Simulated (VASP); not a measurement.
Here is a VASP 6.6.1 calculation.

File INCAR:

```
ALGO = Normal ; EDIFF = 1E-6
ENCUT = 500 ; GGA = PE
GGA_COMPAT = False ; ISIF = 2
ISMEAR = 0 ; LASPH = True
LCHARG = True ; LELF = True
LREAL = False ; LVHAR = True
LWAVE = False ; NBANDS = 13
NELM = 120 ; PREC = Accurate
SIGMA = 0.1
```

File KPOINTS:

```
k-points
0
Gamma
  12 12 18
```

Contents of POSCAR:

```
Te
1.0
    5.5670702437      0.0000000000      0.0000000000
   -2.7835351219      4.8212242557      0.0000000000
    0.0000000000      0.0000000000      3.0462596492
Te
2
Direct
    0.3333333333      0.6666666667      0.0000000000
    0.6666666667      0.3333333333      0.0000000000
```

Potentials or basis: VASP PAW PBE potentials, release 64 (Te).

The run is started by

```sh
$ cat potpaw_PBE.64/Te/POTCAR > POTCAR
$ mpirun -np 1 vasp_std > vasp.out
```

Problem. Predict the band gap on the k mesh.

Solution. Zero (bands 6 and 7 overlap by 2.51 eV).

Problem. Predict the pressure.

Solution. 0.0 GPa.

Caveat: spin-orbit coupling is left out, which moves the levels of the heavy elements.
